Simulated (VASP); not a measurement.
**Tl: relaxation of cell and atoms with PBE**

Tl:

```
CELL_PARAMETERS angstrom
2.81020 0.00000 0.00000
-1.40510 2.43370 0.00000
0.00000 0.00000 4.61280
ATOMIC_POSITIONS crystal
Tl 0.33333 0.66667 0.25000
Tl 0.66667 0.33333 0.75000
```

```yaml
Program: VASP 6.6.1
Task: relaxation of cell and atoms
Functional: PBE
Potentials_or_basis: VASP PAW PBE potentials, release 64 (Tl_d)
Cutoff: 600 eV
k_mesh: 16 × 16 × 9
Occupations: fermi-dirac, width 0.08 eV
Spin: no spin polarisation
Target_pressure: 120 GPa
Dipole_correction: no
Further_INCAR_settings: ALGO = Normal; EDIFF = 1e-06; IBRION = 2; EDIFFG = -0.005; NSW = 32; ISIF = 3
```

```json
{
  "Relaxed volume": "15.78 Å³/atom",
  "Relaxed cell": "a = 2.810 Å, b = 2.810 Å, c = 4.613 Å, α = 90.00°, β = 90.00°, γ = 120.00°",
  "Space group after relaxing (to 0.1 Å)": "P6_3/mmc (No. 194)",
  "Energy change on relaxing (the run minimises the enthalpy)": "-3.1 meV/atom",
  "Ionic steps": "3",
  "Pressure after relaxing": "120.0 GPa",
  "Band gap on the k mesh": "zero (bands 13 and 14 overlap by 7.79 eV)"
}
```

The path:
```tsv
step	energy change (eV)	largest force (eV/Å)	pressure (GPa)	volume (Å³)
1	0.0000	0.0000	120.13	31.55
2	-0.0424	0.0000	119.21	31.60
3	-0.0063	0.0000	120.02	31.56
```

Final structure:
```
CELL_PARAMETERS angstrom
2.81045 0.00000 0.00000
-1.40522 2.43392 0.00000
0.00000 0.00000 4.61321
ATOMIC_POSITIONS crystal
Tl 0.33333 0.66667 0.25000
Tl 0.66667 0.33333 0.75000
```

Levels at points of the mesh, in eV from the Fermi level:
| k point | band 10 | band 11 | band 12 | band 13 | band 14 | band 15 | band 16 | band 17 |
| --- | --- | --- | --- | --- | --- | --- | --- | --- |
| (0.00, 0.00, 0.00) | -12.16 | -12.16 | -6.85 | -5.12 | 10.03 | 11.61 | 12.14 | 12.58 |
| (0.50, 0.00, 0.00) | -11.85 | -7.04 | -6.51 | -0.27 | 0.72 | 1.01 | 4.58 | 5.30 |

Run time: 51 s on 1 thread of Intel(R) Xeon(R) 6975P-C (Granite Rapids) (shared host), peak memory 0.23 GiB.

Caveat: the cell is relaxed towards a set pressure, so the run minimises the enthalpy, not the energy; spin-orbit coupling is left out, which moves the levels of the heavy elements.
